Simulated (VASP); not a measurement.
Bi:

```xyz
4
Lattice="3.4319 -2.2682 0.0000 3.4319 2.2682 0.0000 0.0000 0.0000 9.2527" Properties=species:S:1:pos:R:3 pbc="T T T"
Bi    3.4319   -1.5878    1.0826
Bi    3.4319   -0.6805    5.7089
Bi    3.4319    1.5878    8.1702
Bi    3.4319    0.6805    3.5438
```

- Program: VASP 6.6.1
- Task: relaxation of cell and atoms
- Functional: r2SCAN
- Potentials or basis: VASP PAW PBE potentials, release 64 (Bi_d)
- Cutoff: 600 eV
- k mesh: 4 × 4 × 2
- Occupations: gaussian, width 0.1 eV
- Spin: no spin polarisation

At the start: pressure 6.6 GPa; volume 36.01 Å³/atom.

Question: Where does the relaxation end?

Answer: Over 30 steps the energy falls by 687.7 meV/atom and the volume is 31.40 Å³/atom (-12.8 %); space group Cmce (No. 64, to 0.1 Å) before, Fmmm (No. 69, to 0.1 Å).

Step by step:
| step | energy change (eV) | largest force (eV/Å) | pressure (GPa) | volume (Å³) |
| --- | --- | --- | --- | --- |
| 1 | 0.0000 | 4.3258 | 6.63 | 144.05 |
| 2 | -1.1169 | 0.5866 | -6.97 | 176.03 |
| 3 | -1.4417 | 0.8552 | -4.49 | 161.66 |
| 4 | -2.1023 | 0.4762 | -2.11 | 143.34 |
| 5 | -2.2579 | 0.3654 | 1.71 | 131.50 |
| 6 | -2.2608 | 0.2842 | 0.95 | 133.33 |
| 7 | -2.3885 | 0.4975 | 1.04 | 130.73 |
| 8 | -2.3992 | 0.5492 | 1.33 | 129.69 |
| 9 | -2.4412 | 0.2602 | -1.41 | 135.03 |
| 10 | -2.4440 | 0.3125 | -0.92 | 133.93 |
| 11 | -2.4854 | 0.2934 | -0.71 | 132.08 |
| 12 | -2.5492 | 0.2274 | 0.46 | 126.65 |
| 13 | -2.5799 | 0.2623 | 0.38 | 126.24 |
| 14 | -2.6058 | 0.4050 | 0.66 | 125.44 |
| 15 | -2.6302 | 0.3461 | -0.02 | 126.82 |
| 16 | -2.6554 | 0.2300 | -1.73 | 130.99 |
| 17 | -2.6695 | 0.2077 | -1.68 | 130.69 |
| 18 | -2.7001 | 0.1379 | -1.50 | 129.78 |
| 19 | -2.6968 | 0.0220 | -0.90 | 127.92 |
| 20 | -2.7095 | 0.0785 | -1.28 | 128.93 |
| 21 | -2.7316 | 0.0743 | -0.58 | 127.13 |
| 22 | -2.7433 | 0.0679 | 0.37 | 124.87 |
| 23 | -2.7434 | 0.0670 | 0.46 | 124.62 |
| 24 | -2.7469 | 0.0611 | 0.25 | 125.08 |
| 25 | -2.7484 | 0.0546 | 0.01 | 125.62 |
| 26 | -2.7489 | 0.0513 | -0.01 | 125.68 |
| 27 | -2.7497 | 0.0417 | -0.09 | 125.87 |
| 28 | -2.7497 | 0.0381 | -0.11 | 125.93 |
| 29 | -2.7501 | 0.0335 | -0.11 | 125.85 |
| 30 | -2.7510 | 0.0229 | 0.01 | 125.62 |

Final structure:
```xyz
4
Lattice="2.9423 -2.0224 0.0000 2.9423 2.0224 0.0000 0.0000 0.0000 10.5558" Properties=species:S:1:pos:R:3 pbc="T T T"
Bi    2.9423   -1.0227    1.3191
Bi    2.9423   -0.9997    6.5969
Bi    2.9423    1.0227    9.2367
Bi    2.9423    0.9997    3.9588
```

Caveat: the k points lie up to 0.47 Å⁻¹ apart in the final cell, too coarse for converged energies and pressures of a metal; the PAW data sets were made with another functional, which shifts forces and pressure a little.
